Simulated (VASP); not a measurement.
# Ca in VASP: single point with PBEsol

Aim: the single point of Ca with PBEsol.

Everything below comes from runs of VASP 6.6.1. Logs are shortened: lines on timing, memory, paths and dates and some standing lists are left out, and cuts for length are marked.

## 1. The cell of the first run

The typed cell holds 1 atom: a = 3.841 Å, b = 3.841 Å, c = 4.436 Å, α = 54.73°, β = 54.73°, γ = 70.53°.

## 2. Single point, PBEsol

INCAR

```
ALGO = Fast ; EDIFF = 1E-6
ENCUT = 520 ; GGA = PS
ISIF = 2 ; ISMEAR = 0
LASPH = T ; LCHARG = F
LREAL = F ; LWAVE = F
NBANDS = 11 ; NELM = 80
PREC = Accurate ; SIGMA = 0.15
```

KPOINTS

```
k-points
0
Gamma
  16 16 16
```

POSCAR

```
Ca
1.0
    0.0000000000      3.1365413478      2.2175347329
    3.1365413478      0.0000000000      2.2175347329
    3.1365413478      3.1365413478      0.0000000000
Ca
1
Direct
    0.0000000000      0.0000000000      0.0000000000
```

Potentials or basis: VASP PAW PBE potentials, release 64 (Ca_sv).

On the command line:

```sh
cat potpaw_PBE.64/Ca_sv/POTCAR > POTCAR
mpirun -np 1 vasp_std > vasp.out
```

OUTCAR:

```text
EDIFF = 1E-6
   ENCUT = 520
   GGA = PS
   ISIF = 2
   ISMEAR = 0
   LASPH = T
   LREAL = F
   NELM = 80
   PREC = Accurate

 ion  position               nearest neighbor table
   1  0.000  0.000  0.000-

  LATTYP: Found a body centered tetragonal cell.
 ALAT       =     4.4357393130
 C/A-ratio  =     0.9998489886

  Lattice vectors:

 A1 = (   0.0000000000,  -3.1365413478,  -2.2175347329)
 A2 = (   0.0000000000,   3.1365413478,  -2.2175347329)
 A3 = (   3.1365413478,   0.0000000000,   2.2175347329)

Analysis of symmetry for initial positions (statically):
=====================================================================
 Subroutine PRICEL returns:
 Original cell was already a primitive cell.

 Routine SETGRP: Setting up the symmetry group for a
 body centered tetragonal supercell.

 Subroutine GETGRP returns: Found 16 space group operations
 (whereof 16 operations were pure point group operations)
 out of a pool of 16 trial point group operations.

The static configuration has the point symmetry D_4h.

Analysis of symmetry for dynamics (positions and initial velocities):
=====================================================================
 Subroutine PRICEL returns:
 Original cell was already a primitive cell.

 Routine SETGRP: Setting up the symmetry group for a
 body centered tetragonal supercell.

 Subroutine GETGRP returns: Found 16 space group operations
 (whereof 16 operations were pure point group operations)
 out of a pool of 16 trial point group operations.

The dynamic configuration has the point symmetry D_4h.

 Subroutine INISYM returns: Found 16 space group operations
 (whereof 16 operations are pure point group operations),
 and found     1 'primitive' translations

----------------------------------------------------------------------------------------

                                     Primitive cell

  volume of cell :      43.6317

  direct lattice vectors                    reciprocal lattice vectors
     0.000000000  3.136541348  2.217534733    -0.159411257  0.159411257  0.225475612
     3.136541348  0.000000000  2.217534733     0.159411257 -0.159411257  0.225475612
     3.136541348  3.136541348  0.000000000     0.159411257  0.159411257 -0.225475612

  length of vectors
     3.841269571  3.841269571  4.435739313     0.318846592  0.318846592  0.318846592

  position of ions in fractional coordinates (direct lattice)
     0.000000000  0.000000000  0.000000000

  ion indices of the primitive-cell ions
   primitive index   ion index
                 1           1

----------------------------------------------------------------------------------------

 KPOINTS: k-points

Automatic generation of k-mesh.
 Grid dimensions read from file:
 generate k-points for:   16   16   16

 Generating k-lattice:

  Cartesian coordinates                     Fractional coordinates (reciprocal lattice)
    -0.009963204  0.009963204  0.014092226     0.062500000  0.000000000  0.000000000
     0.009963204 -0.009963204  0.014092226     0.000000000  0.062500000  0.000000000
     0.009963204  0.009963204 -0.014092226     0.000000000  0.000000000  0.062500000

  Length of vectors
     0.019927912  0.019927912  0.019927912

  Shift w.r.t. Gamma in fractional coordinates (k-lattice)
     0.000000000  0.000000000  0.000000000

 Subroutine IBZKPT returns following result:
 ===========================================

 Found    349 irreducible k-points:

 Following reciprocal coordinates:
            Coordinates               Weight
  0.000000  0.000000  0.000000      1.000000
  0.062500 -0.000000  0.000000      8.000000
  0.125000 -0.000000  0.000000      8.000000
  0.187500 -0.000000  0.000000      8.000000
  0.250000 -0.000000  0.000000      8.000000
  0.312500  0.000000  0.000000      8.000000
[... 16 lines left out ...]
 -0.125000  0.062500  0.000000      8.000000
 -0.062500  0.062500  0.000000      4.000000
 [... further k-points ...]
   k-points           NKPTS =    349   k-points in BZ     NKDIM =    349   number of bands    NBANDS=     11
   number of dos      NEDOS =    301   number of ions     NIONS =      1
   total plane-waves  NPLWV =  32400
   dimension x,y,z NGX =    30 NGY =   30 NGZ =   36
   dimension x,y,z NGXF=    60 NGYF=   60 NGZF=   72
   ions per type =               1
   NGX,Y,Z   is equivalent  to a cutoff of  12.98, 12.98, 13.49 a.u.
   NGXF,Y,Z  is equivalent  to a cutoff of  25.97, 25.97, 26.98 a.u.
 SYSTEM =  unknown system
   PREC   = accura    normal or accurate (medium, high low for compatibility)
   ISTART =      0    job   : 0-new  1-cont  2-samecut
   ICHARG =      2    charge: 1-file 2-atom 10-const
   ISPIN  =      1    spin polarized calculation?
   LNONCOLLINEAR =      F non collinear calculations
   LSORBIT =      F    spin-orbit coupling
   LASPH  =      T    aspherical Exc in radial PAW
   ENCUT  =  520.0 eV  38.22 Ry    6.18 a.u.   7.14  7.14  8.25*2*pi/ulx,y,z
   NELM   =     80;   NELMIN=  2; NELMDL= -5     # of ELM steps
   EDIFF  = 0.1E-05   stopping-criterion for ELM
   LREAL  =      F    real-space projection
   EDIFFG = 0.1E-04   stopping-criterion for IOM
   NSW    =      0    number of steps for IOM
   IBRION =     -1    ionic relax: 0-MD 1-quasi-New 2-CG
   NFREE  =      0    steps in history (QN), initial steepest desc. (CG)
   ISIF   =      2    stress and relaxation
   ISYM   =      2    0-nonsym 1-usesym 2-fastsym
   POTIM  = 0.5000    time-step for ionic-motion
   TEBEG  =    0.0;   TEEND  =   0.0 temperature during run
   PSTRESS=    0.0 pullay stress
   NELECT =      10.0000    total number of electrons
   NUPDOWN=      -1.0000    fix difference up-down
   EMIN   =  10.00;   EMAX   =-10.00  energy-range for DOS
   EFERMI =   0.00;   METHOD = LEGACY
   ISMEAR =     0;   SIGMA  =   0.15  broadening in eV -4-tet -1-fermi 0-gaus
   EFERMI_NEDOS =   21; number of points for ismear=-14 and -15
   IALGO  =     68    algorithm
   IMIX   =      4    mixing-type and parameters
     AMIX     =   0.40;   BMIX     =  1.00
     AMIX_MAG =   1.60;   BMIX_MAG =  1.00
  volume/ion in A,a.u.               =      43.63       294.44
  Fermi-wavevector in a.u.,A,eV,Ry     =   1.001861  1.893242 13.656506  1.003725
  Thomas-Fermi vector in A             =   2.134310
   LORBIT       =      0    0 simple, 1 ext, 2 COOP (PROOUT), +10 PAW based schemes
   GGA     = PS    functional components
   LHFCALC =     F    Hartree Fock is set to
   AEXX    =    0.0000 exact exchange contribution
   IVDW    =     0    specifies the selected vdW correction
   LEPSILON=     F    determine dielectric tensor
   LRPA    =     F    only Hartree local field effects (RPA)
 non-spin polarized calculation
 RMM-DIIS sequential band-by-band and
 Gauss-broadening in eV      SIGMA  =   0.15
  energy-cutoff  :      520.00
  volume of cell :       43.63
 maximum number of plane-waves:      1205
 NGX is ok and might be reduce to    30
   NGX = 15   NGY = 15   NGZ = 17

 number of electron      10.0000000 magnetization

 Free energy of the ion-electron system (eV)
  ---------------------------------------------------
  ext. energy  EPLUGINS =         0.00000000
  ---------------------------------------------------
  free energy    TOTEN  =        -2.11514245 eV

  energy without entropy =       -2.09677071  energy(sigma->0) =       -2.10595658

 E-fermi :   1.8142     XC(G=0):  -7.7048

 val. band max:        1.8051925298   @ k =  -0.4375   0.2500   0.1250
 cond. band min:       1.8164198004   @ k =  -0.4375   0.4375   0.0000
 fundamental gap:      0.0112272706
 Fermi energy:         1.8141695036

 k-point     1 :       0.0000    0.0000    0.0000
  band No.  band energies     occupation
      1     -40.1577      2.00000
      2     -21.1517      2.00000
      3     -21.1517      2.00000
      4     -21.1517      2.00000
      5      -2.2066      2.00000
      6       4.0429      0.00000
      7       4.0435      0.00000
      8       4.0435      0.00000
      9       5.0741      0.00000
     10       5.0749      0.00000
     11      11.8556      0.00000

 k-point     2 :       0.0625   -0.0000    0.0000
  band No.  band energies     occupation
      1     -40.1572      2.00000
      2     -21.1566      2.00000
      3     -21.1533      2.00000
      4     -21.1517      2.00000
      5      -2.1376      2.00000
      6       4.0004      0.00000
      7       4.0188      0.00000
      8       4.0948      0.00000
      9       5.0221      0.00000
     10       5.0753      0.00000
     11      11.8359      0.00000

 k-point     3 :       0.1250   -0.0000    0.0000
  band No.  band energies     occupation
      1     -40.1558      2.00000
      2     -21.1705      2.00000
      3     -21.1580      2.00000
      4     -21.1516      2.00000
      5      -1.9331      2.00000
      6       3.8828      0.00000
      7       3.9145      0.00000
      8       4.2474      0.00000
      9       4.9189      0.00000
     10       5.0815      0.00000
     11      11.3474      0.00000

 k-point     4 :       0.1875   -0.0000    0.0000
  band No.  band energies     occupation
      1     -40.1537      2.00000
      2     -21.1912      2.00000
      3     -21.1649      2.00000
      4     -21.1516      2.00000
      5      -1.6009      2.00000
      6       3.6796      0.00000
      7       3.7175      0.00000
      8       4.4942      0.00000
      9       4.8680      0.00000
     10       5.0998      0.00000
     11      10.4619      0.00000

 k-point     5 :       0.2500   -0.0000    0.0000
  band No.  band energies     occupation
      1     -40.1512      2.00000
      2     -21.2154      2.00000
      3     -21.1732      2.00000
      4     -21.1515      2.00000
      5      -1.1550      2.00000
      6       3.3311      0.00000
      7       3.5366      0.00000
      8       4.8217      0.00000
      9       4.8935      0.00000
     10       5.1366      0.00000
     11       9.4041      0.00000
[... 211 lines left out ...]
 k-point    21 :      -0.2500    0.0625    0.0000
  band No.  band energies     occupation
      1     -40.1508      2.00000
      2     -21.2150      2.00000
      3     -21.1749      2.00000
      4     -21.1555      2.00000
      5      -1.0917      2.00000
      6       3.3474      0.00000
      7       3.5739      0.00000
      8       4.6847      0.00000
      9       4.8071      0.00000
     10       5.2478      0.00000
     11       9.4116      0.00000

 k-point    22 :      -0.1875    0.0625    0.0000
  band No.  band energies     occupation
      1     -40.1532      2.00000
      2     -21.1911      2.00000
      3     -21.1667      2.00000
      4     -21.1557      2.00000
      5      -1.5352      2.00000
      6       3.6991      0.00000
      7       3.7493      0.00000
      8       4.4805      0.00000
      9       4.6586      0.00000
     10       5.2137      0.00000
     11      10.4918      0.00000

 k-point    23 :      -0.1250    0.0625    0.0000
  band No.  band energies     occupation
      1     -40.1553      2.00000
      2     -21.1708      2.00000
      3     -21.1597      2.00000
      4     -21.1558      2.00000
      5      -1.8656      2.00000
      6       3.9068      0.00000
      7       3.9214      0.00000
      8       4.2370      0.00000
      9       4.7418      0.00000
     10       5.1768      0.00000
     11      11.3400      0.00000

 k-point    24 :      -0.0625    0.0625    0.0000
  band No.  band energies     occupation
      1     -40.1567      2.00000
      2     -21.1581      2.00000
      3     -21.1550      2.00000
      4     -21.1550      2.00000
      5      -2.0689      2.00000
      6       4.0025      0.00000
      7       4.0031      0.00000
      8       4.1028      0.00000
      9       4.9055      0.00000
     10       5.1319      0.00000
     11      11.6261      0.00000

 [... further k-points ...]
[... 5 lines left out ...]
  --------------------------------------------------------------------------------------
  -------------------------------------------------------------------------------------
  Total       -0.3139596     -0.3139596     -0.3140105      0.0000000      0.0000000      0.0000000
  in kB      -11.5287396    -11.5287396    -11.5306103      0.0000000      0.0000000      0.0000000
  external PRESSURE =     -11.5293631 kB  Pullay stress =       0.0000000 kB

 VOLUME and BASIS-vectors are now :
 -----------------------------------------------------------------------------
  energy-cutoff  :      520.00
  volume of cell :       43.63
      direct lattice vectors                 reciprocal lattice vectors
     0.000000000  3.136541348  2.217534733    -0.159411257  0.159411257  0.225475612
     3.136541348  0.000000000  2.217534733     0.159411257 -0.159411257  0.225475612
     3.136541348  3.136541348  0.000000000     0.159411257  0.159411257 -0.225475612

 POSITION                                       TOTAL-FORCE (eV/Angst)
 -----------------------------------------------------------------------------------
      0.00000      0.00000      0.00000         0.000000      0.000000     -0.000000
 -----------------------------------------------------------------------------------
    total drift:                                0.000000      0.000000      0.000000

  FREE ENERGIE OF THE ION-ELECTRON SYSTEM (eV)
  ---------------------------------------------------
  free  energy   TOTEN  =        -2.1151424480 eV

  energy  without entropy=       -2.0967707096  energy(sigma->0) =       -2.10595658
```

It took 1.7 min on 1 thread of Intel Xeon 6975P-C (Granite Rapids), shared host; peak memory 0.3 GiB.

Results:

```yaml
Free_energy: -2.1151 eV
Pressure: -1.2 GPa
Band_gap_on_the_k_mesh: zero (band 5 reaches 2.14 eV, above the bottom of band 6 at 1.76 eV)
```

Levels at points of the mesh, in eV from the Fermi level:
```
           k point  band 3  band 4  band 5  band 6  band 7  band 8
(0.00, 0.00, 0.00)  -22.97  -22.97   -4.02    2.23    2.23    2.23
(0.50, 0.00, 0.00)  -23.01  -22.97   -0.90   -0.05    1.30    3.15
(0.50, 0.50, 0.00)  -23.06  -23.06    0.08    0.08    3.77    3.77
(0.50, 0.00, 0.50)  -23.01  -22.97   -0.90   -0.06    1.31    3.15
```

Caveat: the PAW data sets were made with another functional, which shifts forces and pressure a little.
